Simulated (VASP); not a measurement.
The system is SnTe.

```
Sn Te
1.0
     4.56779    0.00000    0.00000
    -2.28390    3.95582    0.00000
     0.00000    0.00000    7.45719
Sn Te
2 2
Direct
  0.33333 0.66667 0.00000
  0.66667 0.33333 0.50000
  0.33333 0.66667 0.38500
  0.66667 0.33333 0.88500
```

The cell was built from a structure type or drawn by symmetry, and may not be a known phase.

```yaml
Program: VASP 6.6.1
Task: relaxation of cell and atoms
Functional: PBE
Potentials_or_basis: VASP PAW PBE potentials, release 64 (Sn_d, Te)
Cutoff: 600 eV
k_mesh: 6 × 6 × 4
Occupations: gaussian, width 0.1 eV
Spin: no spin polarisation
```

At the start: pressure 15.2 GPa; volume 33.69 Å³/atom.

Question: How do energy, volume and symmetry change on relaxing?

Answer: Over 24 steps the energy falls by 552.0 meV/atom and the volume is 41.71 Å³/atom (+23.8 %); space group P6_3mc (No. 186, to 0.1 Å) before and after.

Step by step:
```
step  energy change (eV)  largest force (eV/Å)  pressure (GPa)  volume (Å³)
   1              0.0000                0.4907           15.17       134.75
   2             -1.7340                0.0010           -2.26       206.86
   3             -1.8984                0.0064            0.11       184.07
   4             -1.8991                0.0037           -0.10       185.55
   5             -1.9064                0.0567           -0.05       185.13
   6             -1.9166                0.2649            0.17       183.81
   7             -1.9211                0.2793            0.14       183.96
   8             -1.9345                0.3264            0.03       184.40
   9             -1.9569                0.4318           -0.15       185.10
  10             -1.9574                0.6941           -0.38       185.83
  11             -1.9650                0.5600           -0.28       185.57
  12             -1.9711                0.5518           -0.33       185.56
  13             -1.9880                0.5291           -0.45       185.52
  14             -2.0152                0.4882           -0.69       185.37
  15             -2.0318                0.4178           -1.09       184.74
  16             -2.0783                0.3199           -1.06       181.85
  17             -2.1600                0.1239           -0.70       173.33
  18             -2.0219                0.0701            2.15       156.95
  19             -2.1653                0.1188           -0.39       170.61
  20             -2.1667                0.0924           -0.17       168.55
  21             -2.2033                0.0323           -0.23       168.05
  22             -2.2072                0.0045           -0.21       167.78
  23             -2.2072                0.0062           -0.21       167.80
  24             -2.2080                0.0154           -0.05       166.82
```

Final structure:
```
Sn Te
1.0
     5.42941    0.00000    0.00000
    -2.71470    4.70201    0.00000
     0.00000    0.00000    6.53455
Sn Te
2 2
Cartesian
  0.0000 3.1347 6.2555
  2.7147 1.5673 2.9882
  0.0000 3.1347 2.7949
  2.7147 1.5673 6.0622
```

Caveat: the volume moved by over 15 % at a fixed basis, so the end points are rough.
